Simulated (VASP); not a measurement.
Write the native input for VASP 6.6.1 that does the following.

| Property | Result |
| --- | --- |
| Task | relaxation of cell and atoms |
| Functional | PBE |
| Potentials or basis | VASP PAW PBE potentials, release 64 (Ba_sv, Ti_sv, O) |
| Cutoff | 600 eV |
| k mesh | 8 × 8 × 8 |
| Occupations | gaussian, width 0.02 eV |
| Spin | no spin polarisation |
| Dipole correction | no |
| Further INCAR settings | ALGO = Normal; EDIFF = 1e-06; IBRION = 2; EDIFFG = -0.01; NSW = 100; ISIF = 3 |

The structure of BaTiO3 lies in POSCAR:

```
BaTiO3
1.0
    3.9903792100      0.0000000000      0.0000000000
    0.0000000000      3.9903792100      0.0000000000
    0.0000000000      0.0000000000      4.1026553900
Ba Ti O
1 1 3
Direct
    0.5000000000      0.5000000000      0.5825414600
    0.0000000000      0.0000000000      0.1000427000
    0.0000000000      0.5000000000      0.0642205400
    0.5000000000      0.0000000000      0.0642205400
    0.0000000000      0.0000000000      0.5489717500
```

These files were run (other wordings do the same):

INCAR

```
  PREC = Accurate
  ENCUT = 600
  EDIFF = 1E-6
  ISMEAR = 0
  SIGMA = 0.02
  LREAL = False
  LASPH = True
  NELM = 100
  ALGO = Normal
  ISIF = 3
  LWAVE = False
  LCHARG = False
  GGA = PE
  IBRION = 2
  NSW = 100
  EDIFFG = -0.01
```

KPOINTS

```
regular mesh
0
Gamma
  8 8 8
```

Potentials or basis: VASP PAW PBE potentials, release 64 (Ba_sv, Ti_sv, O).

Command:

```bash
$ cat potpaw_PBE.64/Ba_sv/POTCAR potpaw_PBE.64/Ti_sv/POTCAR potpaw_PBE.64/O/POTCAR > POTCAR
$ mpirun -np 1 vasp_std > vasp.out
```

It gave:

| Property | Result |
| --- | --- |
| Relaxed volume | 13.47 Å³/atom |
| Relaxed cell | a = 3.998 Å, b = 3.998 Å, c = 4.214 Å, α = 90.00°, β = 90.00°, γ = 90.00° |
| Space group after relaxing (to 0.1 Å) | P4mm (No. 99) |
| Energy gained by relaxing | 3.9 meV/atom |
| Ionic steps | 15 |
| Pressure after relaxing | 0.0 GPa |
| Largest force after relaxing | 0.006 eV/Å |
| Band gap on the k mesh | 1.77 eV (least direct gap 2.33 eV) |

Caveat: spin-orbit coupling is left out, which moves the levels of the heavy elements.

Run time: 14 min on 1 thread of Intel(R) Xeon(R) Platinum 8488C (Sapphire Rapids) (shared host), peak memory 0.31 GiB.
